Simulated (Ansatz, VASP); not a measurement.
Two plane-wave programs on Pb

The input INCAR:

```
PREC = Accurate
ENCUT = 520
EDIFF = 1E-6
ISMEAR = 0
SIGMA = 0.15
LREAL = F
LASPH = T
NELM = 60
ALGO = Fast
ISIF = 2
LWAVE = F
LCHARG = F
GGA = PS
NBANDS = 13
```

KPOINTS

```
Automatic mesh
0
Gamma
  16 16 16
```

The input POSCAR:

```
Pb
1.0
    0.0000000000      2.4698000000      2.4698000000
    2.6179880000      0.0000000000      2.4698000000
    2.6179880000      2.4698000000      0.0000000000
Pb
1
Direct
    0.0000000000      0.0000000000      0.0000000000
```

Input for Ansatz:

```yaml
crystal:
  lattice:
    - [0.0, 2.4698, 2.4698]
    - [2.617988, 0.0, 2.4698]
    - [2.617988, 2.4698, 0.0]
  atoms:
    - { symbol: Pb, position: [0.0, 0.0, 0.0] }
basis:
  ecutwfc: 420
kpoints:
  mp_grid: { grid: [16, 16, 16] }
hamiltonian:
  xc: pbesol
scf:
  occupations: { method: gaussian, width: 0.15 }
output:
  forces: true
  stress: true
  eigenvalues: true
```

Change from the starting cell: strain +0.0600 x Voigt [1, 0, 0, 0, 0, 0], atoms carried along.

Alike in both runs: task single point; functional PBEsol; k mesh 16 × 16 × 16; occupations gaussian, width 0.15 eV; no spin polarisation.

|  | VASP | Ansatz |
| --- | --- | --- |
| version | VASP 6.6.1 | Ansatz 0.2.0 |
| potentials or method | VASP PAW PBE potentials, release 64 (Pb_d), cutoff 520 eV | scalar-relativistic, plane waves, PAW |
| valence electrons in the cell | 14 | 14 |

|  | VASP | Ansatz | Ansatz less VASP |
| --- | --- | --- | --- |
| gap on the k mesh at the Fermi level (eV) | none | none | - |
| pressure (GPa) | -2.6 | -2.6 | +0.02 |
| traceless stress, the component that is largest in VASP (GPa) | -0.47 | -0.47 | -0.003 |

VASP's potentials were made for PBE, not for PBEsol. A gap of «none» marks a metal or a gap that the smearing closes. With one functional, cell and mesh, what is left measures potentials, basis and numerics.

Spin-orbit coupling is off throughout.
